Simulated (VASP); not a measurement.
# NaF (rocksalt type) (Fm-3m) in VASP: further runs

Runs on NaF (rocksalt type). Level: PBE. Tasks: single point.

Program: VASP 6.6.1. These are calculated values, not measurements. Logs are shortened: lines on timing, memory, paths and dates and some standing lists are left out, and cuts for length are marked.

## (1) The cell of the first run

The structure is cubic, space group Fm-3m (No. 225). The conventional cell has a = 4.701 Å, b = 4.701 Å, c = 4.701 Å, α = 90.00°, β = 90.00°, γ = 90.00°. Within 3.1 Å of Na (site symmetry m-3m) lie 6 F at 2.35 Å. F (site symmetry m-3m) has 6 Na at 2.35 Å within 3.1 Å.

## (2) Single point, PBE

File INCAR:

```
PREC = Accurate
ENCUT = 520
EDIFF = 1E-6
ISMEAR = -1
SIGMA = 0.05
LREAL = F
LASPH = T
NELM = 60
ALGO = Normal
ISIF = 2
LWAVE = F
LCHARG = F
GGA = PE
NBANDS = 14
```

File KPOINTS:

```
Automatic mesh
0
Gamma
  16 16 16
```

File POSCAR:

```
NaF
1.0
    0.0000000000      2.3505696169      2.3505696169
    2.3505696169      0.0000000000      2.3505696169
    2.3505696169      2.3505696169      0.0000000000
Na F
1 1
Direct
    0.0000000000      0.0000000000      0.0000000000
    0.5000000000      0.5000000000      0.5000000000
```

Potentials or basis: VASP PAW PBE potentials, release 64 (Na_pv, F).

Run with:

```
$ cat potpaw_PBE.64/Na_pv/POTCAR potpaw_PBE.64/F/POTCAR > POTCAR
$ mpirun -np 1 vasp_std > vasp.out
```

OUTCAR:

```text
PREC = Accurate
   ENCUT = 520
   EDIFF = 1E-6
   ISMEAR = -1
   LREAL = F
   LASPH = T
   NELM = 60
   ISIF = 2
   GGA = PE

 ion  position               nearest neighbor table
   1  0.000  0.000  0.000-
   2  0.500  0.500  0.500-

  LATTYP: Found a face centered cubic cell.
 ALAT       =     4.7011392338

  Lattice vectors:

 A1 = (   0.0000000000,   2.3505696169,   2.3505696169)
 A2 = (   2.3505696169,   0.0000000000,   2.3505696169)
 A3 = (   2.3505696169,   2.3505696169,   0.0000000000)

Analysis of symmetry for initial positions (statically):
=====================================================================
 Subroutine PRICEL returns:
 Original cell was already a primitive cell.

 Routine SETGRP: Setting up the symmetry group for a
 face centered cubic supercell.

 Subroutine GETGRP returns: Found 48 space group operations
 (whereof 48 operations were pure point group operations)
 out of a pool of 48 trial point group operations.

The static configuration has the point symmetry O_h .

Analysis of symmetry for dynamics (positions and initial velocities):
=====================================================================
 Subroutine PRICEL returns:
 Original cell was already a primitive cell.

 Routine SETGRP: Setting up the symmetry group for a
 face centered cubic supercell.

 Subroutine GETGRP returns: Found 48 space group operations
 (whereof 48 operations were pure point group operations)
 out of a pool of 48 trial point group operations.

The dynamic configuration has the point symmetry O_h .

 Subroutine INISYM returns: Found 48 space group operations
 (whereof 48 operations are pure point group operations),
 and found     1 'primitive' translations

----------------------------------------------------------------------------------------

                                     Primitive cell

  volume of cell :      25.9746

  direct lattice vectors                    reciprocal lattice vectors
     0.000000000  2.350569617  2.350569617    -0.212714398  0.212714398  0.212714398
     2.350569617  0.000000000  2.350569617     0.212714398 -0.212714398  0.212714398
     2.350569617  2.350569617  0.000000000     0.212714398  0.212714398 -0.212714398

  length of vectors
     3.324207432  3.324207432  3.324207432     0.368432144  0.368432144  0.368432144

  position of ions in fractional coordinates (direct lattice)
     0.000000000  0.000000000  0.000000000
     0.500000000  0.500000000  0.500000000

  ion indices of the primitive-cell ions
   primitive index   ion index
                 1           1
                 2           2

----------------------------------------------------------------------------------------

 KPOINTS: Automatic mesh

Automatic generation of k-mesh.
 Grid dimensions read from file:
 generate k-points for:   16   16   16

 Generating k-lattice:

  Cartesian coordinates                     Fractional coordinates (reciprocal lattice)
    -0.013294650  0.013294650  0.013294650     0.062500000  0.000000000  0.000000000
     0.013294650 -0.013294650  0.013294650     0.000000000  0.062500000  0.000000000
     0.013294650  0.013294650 -0.013294650     0.000000000  0.000000000  0.062500000

  Length of vectors
     0.023027009  0.023027009  0.023027009

  Shift w.r.t. Gamma in fractional coordinates (k-lattice)
     0.000000000  0.000000000  0.000000000

 Subroutine IBZKPT returns following result:
 ===========================================

 Found    145 irreducible k-points:

 Following reciprocal coordinates:
            Coordinates               Weight
  0.000000  0.000000  0.000000      1.000000
  0.062500  0.000000  0.000000      8.000000
  0.125000  0.000000  0.000000      8.000000
  0.187500  0.000000  0.000000      8.000000
  0.250000  0.000000  0.000000      8.000000
  0.312500  0.000000  0.000000      8.000000
[... 16 lines left out ...]
 -0.125000  0.062500  0.000000     24.000000
 -0.062500  0.062500  0.000000     12.000000
 [... further k-points ...]
   k-points           NKPTS =    145   k-points in BZ     NKDIM =    145   number of bands    NBANDS=     14
   number of dos      NEDOS =    301   number of ions     NIONS =      2
   total plane-waves  NPLWV =  21952
   dimension x,y,z NGX =    28 NGY =   28 NGZ =   28
   dimension x,y,z NGXF=    56 NGYF=   56 NGZF=   56
   ions per type =               1   1
   NGX,Y,Z   is equivalent  to a cutoff of  14.00, 14.00, 14.00 a.u.
   NGXF,Y,Z  is equivalent  to a cutoff of  28.01, 28.01, 28.01 a.u.
 SYSTEM =  unknown system
   PREC   = accura    normal or accurate (medium, high low for compatibility)
   ISTART =      0    job   : 0-new  1-cont  2-samecut
   ICHARG =      2    charge: 1-file 2-atom 10-const
   ISPIN  =      1    spin polarized calculation?
   LNONCOLLINEAR =      F non collinear calculations
   LSORBIT =      F    spin-orbit coupling
   LASPH  =      T    aspherical Exc in radial PAW
   ENCUT  =  520.0 eV  38.22 Ry    6.18 a.u.   6.18  6.18  6.18*2*pi/ulx,y,z
   NELM   =     60;   NELMIN=  2; NELMDL= -5     # of ELM steps
   EDIFF  = 0.1E-05   stopping-criterion for ELM
   LREAL  =      F    real-space projection
   EDIFFG = 0.1E-04   stopping-criterion for IOM
   NSW    =      0    number of steps for IOM
   IBRION =     -1    ionic relax: 0-MD 1-quasi-New 2-CG
   NFREE  =      0    steps in history (QN), initial steepest desc. (CG)
   ISIF   =      2    stress and relaxation
   ISYM   =      2    0-nonsym 1-usesym 2-fastsym
   POTIM  = 0.5000    time-step for ionic-motion
   TEBEG  =    0.0;   TEEND  =   0.0 temperature during run
   PSTRESS=    0.0 pullay stress
   NELECT =      14.0000    total number of electrons
   NUPDOWN=      -1.0000    fix difference up-down
   EMIN   =  10.00;   EMAX   =-10.00  energy-range for DOS
   EFERMI =   0.00;   METHOD = LEGACY
   ISMEAR =    -1;   SIGMA  =   0.05  broadening in eV -4-tet -1-fermi 0-gaus
   EFERMI_NEDOS =   21; number of points for ismear=-14 and -15
   IALGO  =     38    algorithm
   IMIX   =      4    mixing-type and parameters
     AMIX     =   0.40;   BMIX     =  1.00
     AMIX_MAG =   1.60;   BMIX_MAG =  1.00
  volume/ion in A,a.u.               =      12.99        87.64
  Fermi-wavevector in a.u.,A,eV,Ry     =   1.332297  2.517676 24.150550  1.775015
  Thomas-Fermi vector in A             =   2.461243
   LORBIT       =      0    0 simple, 1 ext, 2 COOP (PROOUT), +10 PAW based schemes
   GGA     = PE    functional components
   LHFCALC =     F    Hartree Fock is set to
   AEXX    =    0.0000 exact exchange contribution
   IVDW    =     0    specifies the selected vdW correction
   LEPSILON=     F    determine dielectric tensor
   LRPA    =     F    only Hartree local field effects (RPA)
 non-spin polarized calculation
  energy-cutoff  :      520.00
  volume of cell :       25.97
 maximum number of plane-waves:       725
 NGX is ok and might be reduce to    28
   NGX = 13   NGY = 13   NGZ = 13

 number of electron      14.0000002 magnetization

 Free energy of the ion-electron system (eV)
  ---------------------------------------------------
  ext. energy  EPLUGINS =         0.00000000
  ---------------------------------------------------
  free energy    TOTEN  =        -8.56944432 eV

  energy without entropy =       -8.56944432  energy(sigma->0) =       -8.56944432

 E-fermi :  -1.0844     XC(G=0):  -8.9516

 val. band max:       -2.2657692721   @ k =   0.0000   0.0000   0.0000
 cond. band min:       3.8059009318   @ k =   0.0000   0.0000   0.0000
 fundamental gap:      6.0716702039
 Fermi energy:        -1.0843876824

 k-point     1 :       0.0000    0.0000    0.0000
  band No.  band energies     occupation
      1     -21.3702      2.00000
      2     -21.3437      2.00000
      3     -21.3437      2.00000
      4     -21.3437      2.00000
      5      -2.2658      2.00000
      6      -2.2658      2.00000
      7      -2.2658      2.00000
      8       3.8059      0.00000
      9      16.4009      0.00000
     10      16.4009      0.00000
     11      16.4009      0.00000
     12      19.1754      0.00000
     13      21.3044      0.00000
     14      21.3044      0.00000

 k-point     2 :       0.0625    0.0000    0.0000
  band No.  band energies     occupation
      1     -21.4997      2.00000
      2     -21.3441      2.00000
      3     -21.3441      2.00000
      4     -21.2091      2.00000
      5      -2.3417      2.00000
      6      -2.2749      2.00000
      7      -2.2749      2.00000
      8       3.9451      0.00000
      9      15.7847      0.00000
     10      16.4586      0.00000
     11      16.4586      0.00000
     12      19.8564      0.00000
     13      21.1044      0.00000
     14      21.1044      0.00000

 k-point     3 :       0.1250    0.0000    0.0000
  band No.  band energies     occupation
      1     -21.6320      2.00000
      2     -21.3453      2.00000
      3     -21.3453      2.00000
      4     -21.0632      2.00000
      5      -2.5449      2.00000
      6      -2.3007      2.00000
      7      -2.3007      2.00000
      8       4.3360      0.00000
      9      14.6891      0.00000
     10      16.6205      0.00000
     11      16.6205      0.00000
     12      20.6906      0.00000
     13      20.6906      0.00000
     14      20.9625      0.00000
[... 324 lines left out ...]
 k-point    23 :      -0.1250    0.0625    0.0000
  band No.  band energies     occupation
      1     -21.6895      2.00000
      2     -21.3504      2.00000
      3     -21.3443      2.00000
      4     -20.9940      2.00000
      5      -2.6688      2.00000
      6      -2.3379      2.00000
      7      -2.3129      2.00000
      8       4.6187      0.00000
      9      14.1757      0.00000
     10      16.4714      0.00000
     11      16.8715      0.00000
     12      20.0207      0.00000
     13      20.8502      0.00000
     14      21.5830      0.00000

 k-point    24 :      -0.0625    0.0625    0.0000
  band No.  band energies     occupation
      1     -21.5823      2.00000
      2     -21.3471      2.00000
      3     -21.3437      2.00000
      4     -21.1175      2.00000
      5      -2.4528      2.00000
      6      -2.2988      2.00000
      7      -2.2858      2.00000
      8       4.1672      0.00000
      9      15.1396      0.00000
     10      16.4252      0.00000
     11      16.6116      0.00000
     12      20.5695      0.00000
     13      20.6440      0.00000
     14      21.1156      0.00000

 [... further k-points ...]
[... 5 lines left out ...]
  --------------------------------------------------------------------------------------
  -------------------------------------------------------------------------------------
  Total       -0.0260316     -0.0260316     -0.0260316      0.0000000     -0.0000000     -0.0000000
  in kB       -1.6056889     -1.6056889     -1.6056889      0.0000000     -0.0000000     -0.0000000
  external PRESSURE =      -1.6056889 kB  Pullay stress =       0.0000000 kB

 VOLUME and BASIS-vectors are now :
 -----------------------------------------------------------------------------
  energy-cutoff  :      520.00
  volume of cell :       25.97
      direct lattice vectors                 reciprocal lattice vectors
     0.000000000  2.350569617  2.350569617    -0.212714398  0.212714398  0.212714398
     2.350569617  0.000000000  2.350569617     0.212714398 -0.212714398  0.212714398
     2.350569617  2.350569617  0.000000000     0.212714398  0.212714398 -0.212714398

 POSITION                                       TOTAL-FORCE (eV/Angst)
 -----------------------------------------------------------------------------------
      0.00000      0.00000      0.00000        -0.000000     -0.000000     -0.000000
      2.35057      2.35057      2.35057         0.000000      0.000000      0.000000
 -----------------------------------------------------------------------------------
    total drift:                                0.000000      0.000000      0.000000

  FREE ENERGIE OF THE ION-ELECTRON SYSTEM (eV)
  ---------------------------------------------------
  free  energy   TOTEN  =        -8.5694443155 eV

  energy  without entropy=       -8.5694443155  energy(sigma->0) =       -8.56944432
```

Wall time 24 s (1 thread of Intel Xeon 6975P-C (Granite Rapids), shared host); peak memory 0.17 GiB.

Results:

| Property | Result |
| --- | --- |
| Free energy | -8.5694 eV |
| Pressure | -0.2 GPa |
| Band gap on the k mesh | 6.07 eV |

## (3) Single point, PBE

File INCAR:

```
SYSTEM = NaF
PREC = Accurate
ENCUT = 520
EDIFF = 1E-7
ISMEAR = -1
SIGMA = 0.28
LREAL = .False.
LASPH = .True.
NELM = 80
ALGO = Normal
ISIF = 2
LWAVE = .False.
LCHARG = .False.
GGA = PE
NBANDS = 14
```

File KPOINTS:

```
Automatic mesh
0
Gamma
  16 16 16
  0 0 0
```

POSCAR is that of step 2.

Potentials or basis: VASP PAW PBE potentials, release 64 (Na_pv, F).

Run with:

```
$ cat potpaw_PBE.64/Na_pv/POTCAR potpaw_PBE.64/F/POTCAR > POTCAR
$ mpirun -np 1 vasp_std > vasp.out
```

Run time: 28 s. Hardware: 1 thread of Intel Xeon 6975P-C (Granite Rapids), shared host; peak memory 0.17 GiB.

It converged, with:

| Item | Value |
| --- | --- |
| Free energy | -8.5694 eV |
| Pressure | -0.1 GPa |
| Band gap on the k mesh | 6.07 eV |

Levels at points of the mesh, in eV from the valence-band top:
```tsv
k point	band 5	band 6	band 7	band 8	band 9	band 10
(0.00, 0.00, 0.00)	0.00	0.00	0.00	6.07	18.67	18.67
(0.50, 0.00, 0.00)	-1.50	-0.23	-0.23	10.52	12.10	19.64
(0.50, 0.50, 0.00)	-1.21	-0.38	-0.38	12.80	13.15	13.18
```

Caveat: so wide a smearing shifts energies and pressures. A k mesh can miss the band edges.
